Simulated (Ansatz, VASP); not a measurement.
**Two plane-wave programs on BaTiO3**

```xyz
5
Lattice="3.9555 0.0000 0.0000 0.0000 3.9555 0.0000 0.0000 0.0000 4.1654" Properties=species:S:1:pos:R:3 pbc="T T T"
Ba    1.9777    1.9777    2.4579
Ti    0.0000    0.0000    0.4448
O     0.0000    1.9777    0.2521
O     1.9777    0.0000    0.2521
O     0.0000    0.0000    2.2579
```

Alike in both runs: task single point; functional PBEsol; k mesh 8 × 8 × 8; occupations gaussian, width 0.02 eV; no spin polarisation.

|  | VASP | Ansatz |
| --- | --- | --- |
| version | VASP 6.6.1 | Ansatz 0.2.0 |
| potentials or method | VASP PAW PBE potentials, release 64 (Ba_sv, Ti_sv, O), cutoff 520 eV | scalar-relativistic, plane waves, PAW |
| valence electrons in the cell | 40 | 40 |

VASP gave:

* gap on the k mesh at the Fermi level (eV): 1.78
* least direct gap on the mesh (eV): 2.34
* pressure (GPa): -1.0
* traceless stress, the component that is largest in VASP (GPa): -0.52
* rms of the force components (eV/Å): 0.032

Estimate Ansatz's values.

gap on the k mesh at the Fermi level (eV): 1.84; least direct gap on the mesh (eV): 2.37; pressure (GPa): -2.8; traceless stress, the component that is largest in VASP (GPa): -0.54; rms of the force components (eV/Å): 0.001.

VASP's potentials were made for PBE, not for PBEsol. Atom by atom the forces differ by 0.032 eV/Å (rms over components). With one functional, cell and mesh, what is left measures potentials, basis and numerics.

Neither program's run includes spin-orbit coupling.
